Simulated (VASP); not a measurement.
Write the native input for VASP 6.6.1 that does the following.

```
Task                   : single point
Functional             : PBE
Dispersion             : D3(BJ)
Potentials or basis    : VASP PAW PBE potentials, release 64 (Hg)
Cutoff                 : 520 eV
k mesh                 : 18 × 18 × 18
Occupations            : gaussian, width 0.15 eV
Spin                   : no spin polarisation
Dipole correction      : no
Further INCAR settings : ALGO = Fast; EDIFF = 1e-07; NBANDS = 12
```

The structure of Hg lies in POSCAR:

```
Hg
1.0
   -2.0696950000      2.0696950000      1.8923709000
    2.0696950000     -2.0696950000      1.8923709000
    2.0696950000      2.0696950000     -1.8923709000
Hg
1
Direct
    0.0000000000      0.0000000000      0.0000000000
```

This cell differs from its parent crystal: strain +0.000 along x and y, +0.050 along z.

The input as run:

INCAR

```
PREC = Accurate ; ENCUT = 520
EDIFF = 1E-7 ; ISMEAR = 0
SIGMA = 0.15 ; LREAL = False
LASPH = True ; NELM = 60
ALGO = Fast ; ISIF = 2
LWAVE = False ; LCHARG = False
GGA = PE ; IVDW = 12
NBANDS = 12
```

KPOINTS

```
Automatic mesh
0
Gamma
  18 18 18
```

Potentials or basis: VASP PAW PBE potentials, release 64 (Hg).

The run is started by

```bash
$ cat potpaw_PBE.64/Hg/POTCAR > POTCAR
$ mpirun -np 1 vasp_std > vasp.out
```

Results of the run:

```yaml
Pressure: -2.1 GPa
Band_gap_on_the_k_mesh: zero (band 6 reaches 1.66 eV, above the bottom of band 7 at 0.26 eV)
Dispersion_energy_per_atom: -0.325 eV
```

Caveat: the cell differs from its parent crystal (strain +0.000 along x and y, +0.050 along z); spin-orbit coupling is left out, which moves the levels of the heavy elements; pairwise dispersion overbinds metals, which lowers pressure and volume.

Run time: 62 s on 1 thread of Intel(R) Xeon(R) 6975P-C (Granite Rapids) (shared host), peak memory 0.31 GiB.
